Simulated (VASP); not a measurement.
Input of a VASP 6.6.1 run:

Contents of INCAR:

```
PREC = Accurate ; ENCUT = 520
EDIFF = 1E-6 ; ISMEAR = 0
SIGMA = 0.05 ; LREAL = F
LASPH = T ; NELM = 100
ALGO = Normal ; ISIF = 2
LWAVE = F ; LCHARG = F
GGA = PS ; NBANDS = 20
```

Contents of KPOINTS:

```
Automatic mesh
0
Gamma
  12 12 2
```

File POSCAR:

```
WSe2
1.0
    3.0400945843      0.0000000000      0.0000000000
   -1.5200472922      2.6327991399      0.0000000000
    0.0000000000      0.0000000000     19.8421535289
W Se
1 2
Direct
    0.0000000000      0.0000000000      0.0000000000
    0.3333333333      0.6666666667      0.0997865200
    0.3333333333      0.6666666667      0.9002134800
```

Potentials or basis: VASP PAW PBE potentials, release 64 (W_sv, Se).

Launch:

```console
$ cat potpaw_PBE.64/W_sv/POTCAR potpaw_PBE.64/Se/POTCAR > POTCAR
$ mpirun -np 1 vasp_std > vasp.out
```

Question: Predict the largest force.

Answer: 2.780 eV/Å.

Question: What does it give for the band gap on the k mesh?

Answer: Zero (bands 13 and 14 overlap by 0.02 eV).

Forces on the atoms (eV/Å):
```
W    0.000  0.000  0.000
Se   0.000  0.000 -2.780
Se   0.000  0.000  2.780
```

Caveat: the PAW data sets were made with another functional, which shifts forces and pressure a little; spin-orbit coupling is left out, which moves the levels of the heavy elements.
